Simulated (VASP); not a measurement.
Set up this calculation in VASP 6.6.1, as the native input.

* Task: single point
* Functional: BLYP
* Potentials or basis: VASP PAW PBE potentials, release 64 (K_sv)
* Cutoff: 520 eV
* k mesh: 8 × 8 × 8
* Occupations: fermi-dirac, width 0.1 eV
* Spin: no spin polarisation
* Dipole correction: no
* Further INCAR settings: ALGO = Normal; EDIFF = 1e-06; NBANDS = 10

The structure of K lies in POSCAR:

```
K
1.0
    4.5235418525      0.0000000000      0.0000000000
    0.0000000000      4.5235418525      0.0000000000
    0.0000000000      0.0000000000      4.5235418525
K
1
Direct
    0.0000000000      0.0000000000      0.0000000000
```

This isn't the form of K at room conditions, which is bcc.

These files were run (other wordings do the same):

INCAR

```
SYSTEM = K
AGGAC = 1.0 ; AGGAX = 1.0
ALDAC = 0.0 ; ALDAX = 1.0
ALGO = Normal ; EDIFF = 1E-6
ENCUT = 520 ; GGA = B5
ISIF = 2 ; ISMEAR = -1
LASPH = .TRUE. ; LCHARG = .FALSE.
LREAL = .FALSE. ; LWAVE = .FALSE.
NBANDS = 10 ; NELM = 80
PREC = Accurate ; SIGMA = 0.1
```

KPOINTS

```
k-points
0
G
  8 8 8
  0 0 0
```

Potentials or basis: VASP PAW PBE potentials, release 64 (K_sv).

The run is started by

```console
$ cat potpaw_PBE.64/K_sv/POTCAR > POTCAR
$ mpirun -np 1 vasp_std > vasp.out
```

Results of the run:

The pressure is -0.1 GPa. The band gap on the k mesh is zero (an odd number of electrons rules out a gap without spin polarisation).

Caveat: the PAW data sets were made with another functional, which shifts forces and pressure a little.

Run time: 32 s on 1 thread of Intel(R) Xeon(R) Platinum 8488C (Sapphire Rapids), on a shared host, peak memory 0.2 GiB.
